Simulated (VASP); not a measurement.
A run of VASP 6.6.1 is set up as follows.

Contents of INCAR:

```
SYSTEM = WC
  PREC = Accurate
  ENCUT = 520
  EDIFF = 1E-6
  ISMEAR = -1
  SIGMA = 0.3
  LREAL = Auto
  LASPH = .True.
  NELM = 100
  ALGO = Normal
  ISIF = 2
  LWAVE = .False.
  LCHARG = .False.
  GGA = PE
  NBANDS = 86
```

KPOINTS

```
regular mesh
0
Gamma
  3 3 3
  0 0 0
```

Contents of POSCAR:

```
WC
1.0
   -2.8994000000     -5.0219080000      0.0000000000
    4.3491000000     -2.5109540000      0.0000000000
    0.0000000000      0.0000000000      5.6546000000
W C
8 8
Direct
    0.7001320101      0.4967838748      0.0084532947
    0.7283306208      0.5078112258      0.5239274219
    0.4584606640     -0.0381318321      0.0237152053
    0.4569781169     -0.0225420542      0.5089130973
    0.2079604806      0.4900693517     -0.0033247268
    0.2190254543      0.5050567709      0.5004951721
   -0.0447329282     -0.0343516249     -0.0049870902
   -0.0396530027      0.0067439433      0.5207972270
    0.4763899537      0.5708640941      0.2700809960
    0.4708301111      0.6381377352      0.7642804089
    0.2084494732      0.1502560076      0.2700809960
    0.2199422441      0.1535951214      0.7951402398
   -0.0545761077      0.6428139232      0.2587804619
   -0.0538187222      0.6338916091      0.7435008666
    0.6764333439      0.1552851940      0.2769957203
    0.7298313486      0.1824223430      0.7689138047
```

Potentials or basis: VASP PAW PBE potentials, release 64 (W_sv, C).

Launch:

```console
$ cat potpaw_PBE.64/W_sv/POTCAR potpaw_PBE.64/C/POTCAR > POTCAR
$ mpirun -np 1 vasp_std > vasp.out
```

Task: Predict the band gap on the k mesh.

Result: Zero (filled and empty bands touch).

Task: What does it give for the largest force?

Result: 7.733 eV/Å.

Forces on the atoms (eV/Å):
```
W   -4.528 -0.158  1.573
W   -2.428  6.085 -4.108
W    2.669 -1.471 -1.278
W    1.351 -0.702  2.311
W   -1.416  1.004  3.060
W   -2.348  3.015  1.256
W    2.247 -1.628  3.872
W   -1.172  0.779 -2.293
C    5.627 -0.555 -1.247
C    2.395  0.423 -0.503
C   -0.032  0.612 -0.836
C   -0.684  0.598 -3.491
C    0.327 -2.558 -0.480
C    1.207 -5.541  3.678
C   -1.902 -2.572 -1.162
C   -1.312  2.671 -0.352
```

Caveat: the k points lie up to 0.42 Å⁻¹ apart; so wide a smearing shifts energies and pressures; spin-orbit coupling is left out, which moves the levels of the heavy elements; forces of over 1 eV/Å act on the atoms, so gaps and moduli don't describe the material at rest.
